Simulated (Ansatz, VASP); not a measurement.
C in VASP and in Ansatz

```
C
1.0
     1.25306    0.72346    3.41706
    -1.25306    0.72346    3.41706
     0.00000   -1.44691    3.41706
C
2
Cartesian
  0.0000 0.0000 1.6885
  0.0000 0.0000 8.5627
```

Change from the starting cell: mode 4 frozen in at -0.019 Å, equal normal strain along x, y and z +0.0167.

Alike in both runs: task single point; functional PBE; dispersion D3(BJ); k mesh 15 × 15 × 15; occupations gaussian, width 0.05 eV; no spin polarisation.

```csv
,VASP,Ansatz
version,VASP 6.6.1,Ansatz 0.2.0
potentials or method,"VASP PAW PBE potentials, release 64 (C), cutoff 520 eV","scalar-relativistic, plane waves, PAW"
valence electrons in the cell,8,8
```

|  | VASP | Ansatz | Ansatz less VASP |
| --- | --- | --- | --- |
| gap on the k mesh at the Fermi level (eV) | 0.66 | 0.66 | 0.000 |
| least direct gap on the mesh (eV) | 0.66 | 0.66 | 0.000 |
| pressure (GPa) | -12.9 | -13.3 | -0.41 |
| traceless stress, the component that is largest in VASP (GPa) | 12.12 | 12.60 | +0.480 |
| rms of the force components (eV/Å) | 0.371 | 0.373 | +0.0015 |

Atom by atom the forces differ by 0.001 eV/Å (rms over components).
